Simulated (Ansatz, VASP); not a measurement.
**Two plane-wave programs on AlNi**

INCAR

```
SYSTEM = AlNi
PREC = Accurate
ENCUT = 520
EDIFF = 1E-6
ISMEAR = 0
SIGMA = 0.15
LREAL = .False.
LASPH = .True.
NELM = 80
ALGO = Fast
ISIF = 2
LWAVE = .False.
LCHARG = .True.
GGA = PS
LELF = .True.
LVHAR = .True.
NBANDS = 14
```

The input KPOINTS:

```
regular mesh
0
Gamma
  20 20 20
  0 0 0
```

POSCAR

```
AlNi
1.0
    2.0819679297     -2.0819902819      0.0000000000
    2.0819679297      2.0819902819      0.0000000000
    0.0000000000      0.0000000000      2.8694088109
Al Ni
1 1
Direct
    0.0000000000      0.0000000000      0.0000000000
    0.5000000000      0.5000000000      0.5000000000
```

Input for Ansatz:

```yaml
crystal:
  lattice:
    - [2.0819679297, -2.0819902819, 0.0]
    - [2.0819679297, 2.0819902819, 0.0]
    - [0.0, 0.0, 2.8694088109]
  atoms:
    - { symbol: Al, position: [0.0, 0.0, 0.0] }
    - { symbol: Ni, position: [0.5, 0.5, 0.5] }
basis:
  ecutwfc: 420
kpoints:
  mp_grid: { grid: [20, 20, 20] }
hamiltonian:
  xc: pbesol
scf:
  occupations: { method: gaussian, width: 0.15 }
output:
  forces: true
  stress: true
  eigenvalues: true
```

Change from the starting cell: strain +0.030 along x and y, +0.000 along z, atoms carried along.

Alike in both runs: task single point; functional PBEsol; k mesh 20 × 20 × 20; occupations gaussian, width 0.15 eV; no spin polarisation.

|  | VASP | Ansatz |
| --- | --- | --- |
| version | VASP 6.6.1 | Ansatz 0.2.0 |
| potentials or method | VASP PAW PBE potentials, release 64 (Al, Ni), cutoff 520 eV | scalar-relativistic, plane waves, PAW |
| valence electrons in the cell | 13 | 21 |

```tsv
	VASP	Ansatz	Ansatz less VASP
gap on the k mesh at the Fermi level (eV)	none	none	-
pressure (GPa)	-9.0	-9.0	+0.08
traceless stress, the component that is largest in VASP (GPa)	1.22	1.19	-0.034
```

VASP's potentials were made for PBE, not for PBEsol. A gap of «none» marks a metal or a gap that the smearing closes. VASP's potentials hold 13 valence electrons a cell and Ansatz's 21, so a difference there can come from the potentials and not from the codes. Ansatz's warnings: near symmetry operations not taken.
